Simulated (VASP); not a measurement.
Here is a VASP 6.6.1 calculation.

Contents of INCAR:

```
SYSTEM = Ni
PREC = Accurate
ENCUT = 600
EDIFF = 1E-6
ISMEAR = -1
SIGMA = 0.08
LREAL = .FALSE.
LASPH = .TRUE.
NELM = 150
ALGO = Normal
ISIF = 4
LWAVE = .FALSE.
LCHARG = .FALSE.
ISPIN = 2
MAGMOM = 1 1
LORBIT = 11
LMAXMIX = 4
GGA = PE
IBRION = 2
NSW = 50
EDIFFG = -0.005
```

File KPOINTS:

```
regular mesh
0
G
  17 17 10
  0 0 0
```

The input POSCAR:

```
Ni
1.0
    2.0990037558      0.0000000000      0.0000000000
   -1.0495018779      1.8177905752      0.0000000000
    0.0000000000      0.0000000000      3.4407007587
Ni
2
Direct
    0.3333333333      0.6666666667      0.2500000000
    0.6666666667      0.3333333333      0.7500000000
```

Potentials or basis: VASP PAW PBE potentials, release 64 (Ni).

Command:

```bash
$ cat potpaw_PBE.64/Ni/POTCAR > POTCAR
$ mpirun -np 1 vasp_std > vasp.out
```

(1) Predict the net moment.

(2) Predict the site moments.

Results:

(1) 0.90 μB per cell.

(2) Ni +0.43 μB.
